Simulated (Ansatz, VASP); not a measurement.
One calculation of BiPdN, two programs

```
CELL_PARAMETERS angstrom
4.06471 0.00000 0.00000
-2.03236 3.52015 0.00000
0.00000 0.00000 3.79368
ATOMIC_POSITIONS crystal
Bi 0.66667 0.33333 0.50000
Pd 0.00000 0.00000 0.00000
N 0.33333 0.66667 0.50000
```

Change from the starting cell: species swapped into the BaSbPt type (P-6m2, No. 187).

Alike in both runs: functional PBE; k mesh 12 × 12 × 10; occupations gaussian, width 0.1 eV; no spin polarisation.

Ansatz relaxed the structure, and its values are those at the end. VASP's run is a single point on that final structure, the one shown.

|  | VASP | Ansatz |
| --- | --- | --- |
| version | VASP 6.6.1 | Ansatz 0.2.0 |
| potentials or method | VASP PAW PBE potentials, release 64 (Bi_d, Pd, N), cutoff 520 eV | scalar-relativistic, plane waves, PAW |
| valence electrons in the cell | 30 | 38 |

```csv
,VASP,Ansatz,Ansatz less VASP
gap on the k mesh at the Fermi level (eV),none,none,-
pressure (GPa),0.0,0.0,-0.05
```

A gap of «none» marks a metal or a gap that the smearing closes. With one functional, cell and mesh, what is left measures potentials, basis and numerics. VASP's potentials hold 30 valence electrons a cell and Ansatz's 38, so a difference there can come from the potentials and not from the codes.

Spin-orbit coupling is off throughout.
